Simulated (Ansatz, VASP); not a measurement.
# Ag: VASP beside Ansatz

```xyz
1
Lattice="0.0000 2.0840 2.0431 2.0431 0.0000 2.0431 2.0431 2.0840 0.0000" Properties=species:S:1:pos:R:3 pbc="T T T"
Ag    0.0000    0.0000    0.0000
```

Change from the starting cell: strain +0.0200 x Voigt [0, 1, 0, 0, 0, 0], atoms carried along.

Alike in both runs: task single point; functional PBEsol; k mesh 20 × 20 × 20; occupations gaussian, width 0.15 eV; no spin polarisation.

|  | VASP | Ansatz |
| --- | --- | --- |
| version | VASP 6.6.1 | Ansatz 0.2.0 |
| potentials or method | VASP PAW PBE potentials, release 64 (Ag), cutoff 520 eV | scalar-relativistic, plane waves, PAW |
| valence electrons in the cell | 11 | 19 |

|  | VASP | Ansatz | Ansatz less VASP |
| --- | --- | --- | --- |
| gap on the k mesh at the Fermi level (eV) | none | none | - |
| pressure (GPa) | -4.7 | -4.6 | +0.17 |
| traceless stress, the component that is largest in VASP (GPa) | -0.52 | -0.52 | -0.004 |

VASP's potentials were made for PBE, not for PBEsol. A gap of «none» marks a metal or a gap that the smearing closes. VASP's potentials hold 11 valence electrons a cell and Ansatz's 19, so a difference there can come from the potentials and not from the codes.
